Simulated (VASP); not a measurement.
A run of VASP 6.6.1 is set up as follows.

Contents of POSCAR:

```
C
1.0
    2.1690430626     -1.2523725254      0.0000000000
    2.1690430626      1.2523725254      0.0000000000
   -1.4061170787      0.0000000000      3.5715304629
C
2
Direct
    0.1666444700      0.1666444700      0.9999069600
    0.8333555300      0.8333555300      0.0000930400
```

The input INCAR.step1:

```
SYSTEM = C
PREC = Accurate ; ENCUT = 520
EDIFF = 1E-5 ; ISMEAR = -1
SIGMA = 0.05 ; LREAL = .FALSE.
LASPH = .TRUE. ; NELM = 100
ALGO = Normal ; ISIF = 2
LWAVE = .TRUE. ; NBANDS = 11
GGA = PE
```

Contents of INCAR.step2:

```
SYSTEM = C
PREC = Accurate ; ENCUT = 520
EDIFF = 1E-7 ; ISMEAR = -1
SIGMA = 0.05 ; LREAL = .FALSE.
LASPH = .TRUE. ; NELM = 100
ALGO = Normal ; ISIF = 2
LWAVE = .FALSE. ; LCHARG = .TRUE.
GGA = PE ; LHFCALC = .TRUE.
HFSCREEN = 0.2079 ; PRECFOCK = Normal
LELF = .TRUE. ; LVHAR = .TRUE.
NBANDS = 11 ; ISTART = 1
```

The input KPOINTS:

```
regular mesh
0
G
  8 8 4
  0 0 0
```

Potentials or basis: VASP PAW PBE potentials, release 64 (C).

Run with:

```console
$ cat potpaw_PBE.64/C/POTCAR > POTCAR
$ cp INCAR.step1 INCAR
$ mpirun -np 1 vasp_std > vasp.out
$ cp INCAR.step2 INCAR
$ mpirun -np 1 vasp_std > vasp.out
```

Problem. What does it give for the largest force?

Solution. 0.008 eV/Å.

Problem. What does it give for the pressure?

Solution. -15.9 GPa.

Stress tensor (GPa, compression positive):
```
-24.34   0.00  -0.03
  0.00 -24.39   0.00
 -0.03   0.00   1.18
```

Caveat: the k points lie up to 0.44 Å⁻¹ apart; this functional lacks dispersion, which binds layers or chains, so the pressure and a relaxed spacing across them are unreliable; the PAW data sets were made with another functional, which shifts forces and pressure a little.
